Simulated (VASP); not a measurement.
Set up this calculation in VASP 6.6.1, as the native input.

```yaml
Task: single point
Functional: r2SCAN
Potentials_or_basis: VASP PAW PBE potentials, release 64 (Ti_sv, Si)
Cutoff: 520 eV
k_mesh: 6 × 6 × 4
Occupations: gaussian, width 0.1 eV
Spin: no spin polarisation
Dipole_correction: no
Further_INCAR_settings: ALGO = Normal; EDIFF = 1e-06; NBANDS = 50
```

Crystal: Ti3Si.

```xyz
8
Lattice="5.6313 0.0000 0.0000 -2.8157 4.8769 0.0000 0.0000 0.0000 4.5055" Properties=species:S:1:pos:R:3 pbc="T T T"
Ti    1.4512    0.8378    3.3791
Ti    4.1801    0.8378    3.3791
Ti    2.8157    3.2012    3.3791
Ti    1.3645    4.0390    1.1264
Ti   -1.3645    4.0390    1.1264
Ti    0.0000    1.6757    1.1264
Si    0.0000    3.2512    3.3791
Si    2.8157    1.6256    1.1264
```

These files were run (other wordings do the same):

POSCAR

```
Ti3Si
1.0
    5.6313135898      0.0000000000      0.0000000000
   -2.8156567949      4.8768606255      0.0000000000
    0.0000000000      0.0000000000      4.5054524700
Ti Si
6 2
Direct
    0.3435999600      0.1717999800      0.7500000000
    0.8282000200      0.1717999800      0.7500000000
    0.8282000200      0.6564000400      0.7500000000
    0.6564000400      0.8282000200      0.2500000000
    0.1717999800      0.8282000200      0.2500000000
    0.1717999800      0.3435999600      0.2500000000
    0.3333333300      0.6666666700      0.7500000000
    0.6666666700      0.3333333300      0.2500000000
```

INCAR.step1

```
SYSTEM = Ti3Si
PREC     = Accurate       ! precision mode
ENCUT    = 520            ! plane-wave cutoff, eV
ISMEAR   = 0              ! smearing method
SIGMA    = 0.1            ! smearing width, eV
LREAL    = .False.        ! projectors in reciprocal space
LASPH    = .True.         ! aspherical terms in the spheres
NELM     = 60             ! most SCF steps
NBANDS   = 50             ! bands
GGA      = PE             ! functional
ALGO     = Normal         ! electronic algorithm
EDIFF    = 1E-4           ! SCF threshold, eV
LWAVE    = .True.         ! write WAVECAR
LCHARG   = .False.        ! write CHGCAR
```

INCAR.step2

```
SYSTEM = Ti3Si
PREC     = Accurate       ! precision mode
ENCUT    = 520            ! plane-wave cutoff, eV
EDIFF    = 1E-6           ! SCF threshold, eV
ISMEAR   = 0              ! smearing method
SIGMA    = 0.1            ! smearing width, eV
LREAL    = .False.        ! projectors in reciprocal space
LASPH    = .True.         ! aspherical terms in the spheres
NELM     = 60             ! most SCF steps
ALGO     = Normal         ! electronic algorithm
ISIF     = 2              ! what is computed and relaxed
LWAVE    = .False.        ! write WAVECAR
LCHARG   = .False.        ! write CHGCAR
METAGGA  = R2SCAN         ! meta-GGA
LMIXTAU  = .True.       
NBANDS   = 50             ! bands
ISTART   = 1
```

KPOINTS

```
Automatic mesh
0
Gamma
  6 6 4
  0 0 0
```

Potentials or basis: VASP PAW PBE potentials, release 64 (Ti_sv, Si).

The run is started by

```sh
$ cat potpaw_PBE.64/Ti_sv/POTCAR potpaw_PBE.64/Si/POTCAR > POTCAR
$ cp INCAR.step1 INCAR
$ mpirun -np 1 vasp_std > vasp.out
$ cp INCAR.step2 INCAR
$ mpirun -np 1 vasp_std > vasp.out
```

It gave:

```
Pressure               : 0.2 GPa
Largest force          : 0.008 eV/Å
Band gap on the k mesh : zero (band 40 reaches 9.78 eV, above the bottom of band 41 at 9.52 eV)
```

Caveat: the PAW data sets were made with another functional, which shifts forces and pressure a little.

Wall time 9.6 min on 1 thread of Intel(R) Xeon(R) Platinum 8259CL CPU @ 2.50GHz (Skylake/Cascade Lake), on a shared host, peak memory 0.31 GiB.
